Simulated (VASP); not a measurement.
Here is a VASP 6.6.1 calculation.

File INCAR:

```
SYSTEM = C
PREC = Accurate
ENCUT = 600
EDIFF = 1E-6
ISMEAR = 0
SIGMA = 0.02
LREAL = .FALSE.
LASPH = .TRUE.
NELM = 120
ALGO = Normal
ISIF = 2
LWAVE = .FALSE.
LCHARG = .FALSE.
GGA = PS
NBANDS = 16
GGA_COMPAT = .FALSE.
```

KPOINTS

```
Automatic mesh
0
G
  9 9 6
  0 0 0
```

File POSCAR:

```
C
1.0
    2.5237147988      0.0000000000      0.0000000000
   -1.2618573994      2.1856011277      0.0000000000
    0.0000000000      0.0000000000      4.1593555375
C
4
Direct
    0.3333333333      0.6666666667     -0.0003155577
    0.6666666667      0.3333333333      0.4996844423
    0.3333333333      0.6666666667      0.3743155577
    0.6666666667      0.3333333333      0.8743155577
```

Potentials or basis: VASP PAW PBE potentials, release 64 (C).

Run with:

```sh
$ cat potpaw_PBE.64/C/POTCAR > POTCAR
$ mpirun -np 1 vasp_std > vasp.out
```

Estimate the band gap on the k mesh.

3.14 eV (least direct gap 4.77 eV).

Estimate the pressure.

-8.0 GPa.

Stress tensor (GPa, compression positive):
```
-12.22   0.00   0.00
  0.00 -12.22   0.00
  0.00   0.00   0.48
```

Caveat: the cell differs from its parent crystal (strained cell); the stress differs along the axes, from -12 to 0 GPa; the PAW data sets were made with another functional, which shifts forces and pressure a little. A k mesh can miss the band edges.
